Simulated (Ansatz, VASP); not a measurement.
# MoS2 in VASP and in Ansatz

The input INCAR:

```
ALGO = Normal
EDIFF = 1E-6
ENCUT = 520
GGA = PE
ISIF = 2
ISMEAR = 0
IVDW = 12
LASPH = T
LCHARG = T
LELF = T
LREAL = F
LVHAR = T
LWAVE = F
NBANDS = 20
NELM = 80
PREC = Accurate
SIGMA = 0.05
```

The input KPOINTS:

```
k-points
0
Gamma
  12 12 12
```

POSCAR

```
MoS2
1.0
    1.7144158873      0.9898184740      5.9965349799
   -1.7144158873      0.9898184740      5.9965349799
    0.0000000000     -1.9796369480      5.9965349799
Mo S
1 2
Direct
    0.0000172715      0.0000172715      0.0000172715
    0.7535591261      0.7535591261      0.7535591261
    0.5797236023      0.5797236023      0.5797236023
```

Input for Ansatz:

```yaml
crystal:
  lattice:
    - [1.7144158873, 0.989818474, 5.9965349799]
    - [-1.7144158873, 0.989818474, 5.9965349799]
    - [0.0, -1.979636948, 5.9965349799]
  atoms:
    - { symbol: Mo, position: [1.72715e-05, 1.72715e-05, 1.72715e-05] }
    - { symbol: S, position: [0.7535591261, 0.7535591261, 0.7535591261] }
    - { symbol: S, position: [0.5797236023, 0.5797236023, 0.5797236023] }
basis:
  ecutwfc: 420
kpoints:
  mp_grid: { grid: [12, 12, 12] }
hamiltonian:
  xc: pbe
  dispersion: d3bj
scf:
  occupations: { method: gaussian, width: 0.05 }
output:
  forces: true
  stress: true
  eigenvalues: true
```

Change from the starting cell: strain +0.0875 x Voigt [1, 1, 0, 0, 0, 0], atoms carried along.

Alike in both runs: task single point; functional PBE; dispersion D3(BJ); k mesh 12 × 12 × 12; occupations gaussian, width 0.05 eV; no spin polarisation.

|  | VASP | Ansatz |
| --- | --- | --- |
| version | VASP 6.6.1 | Ansatz 0.2.0 |
| potentials or method | VASP PAW PBE potentials, release 64 (Mo_sv, S), cutoff 520 eV | scalar-relativistic, plane waves, PAW |
| valence electrons in the cell | 26 | 26 |

|  | VASP | Ansatz | Ansatz less VASP |
| --- | --- | --- | --- |
| gap on the k mesh at the Fermi level (eV) | 0.18 | 0.16 | -0.014 |
| least direct gap on the mesh (eV) | 1.12 | 1.11 | -0.002 |
| pressure (GPa) | -17.3 | -17.3 | +0.06 |
| traceless stress, the component that is largest in VASP (GPa) | 6.39 | 6.39 | -0.001 |
| rms of the force components (eV/Å) | 0.585 | 0.581 | -0.0033 |

Atom by atom the forces differ by 0.003 eV/Å (rms over components).
